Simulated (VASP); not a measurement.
A run of VASP 6.6.1 is set up as follows.

File INCAR:

```
ALGO = Normal
EDIFF = 1E-6
ENCUT = 560
GGA = PE
GGA_COMPAT = False
ISIF = 2
ISMEAR = 0
ISPIN = 2
LASPH = True
LCHARG = True
LELF = True
LMAXMIX = 4
LORBIT = 11
LREAL = False
LVHAR = True
LWAVE = False
MAGMOM = 0 1 0
NBANDS = 25
NELM = 200
PREC = Accurate
SIGMA = 0.1
```

KPOINTS

```
k-points
0
Gamma
  6 6 4
```

POSCAR

```
ZnReH
1.0
    2.7864454475      0.0000000000      0.0000000000
    0.0000000000      2.7864454475      0.0000000000
    0.0000000000      0.0000000000      4.1485335531
Zn Re H
1 1 1
Direct
    0.5000000000      0.5000000000      0.5000000000
    0.0000000000      0.0000000000      0.0000000000
    0.5000000000      0.5000000000      0.0000000000
```

Potentials or basis: VASP PAW PBE potentials, release 64 (Zn, Re_sv_GW, H).

The run is started by

```console
$ cat potpaw_PBE.64/Zn/POTCAR potpaw_PBE.64/Re_sv_GW/POTCAR potpaw_PBE.64/H/POTCAR > POTCAR
$ mpirun -np 1 vasp_std > vasp.out
```

Q: Predict the site moments.

A: Zn +0.01; Re +0.65; H +0.00 μB.

Q: Estimate the pressure.

A: 0.5 GPa.

Q: What does it give for the net moment?

A: 0.80 μB per cell.

Stress tensor (GPa, compression positive):
```
-0.69  0.00  0.00
 0.00 -0.69  0.00
 0.00  0.00  2.91
```

Caveat: the k points lie up to 0.38 Å⁻¹ apart.
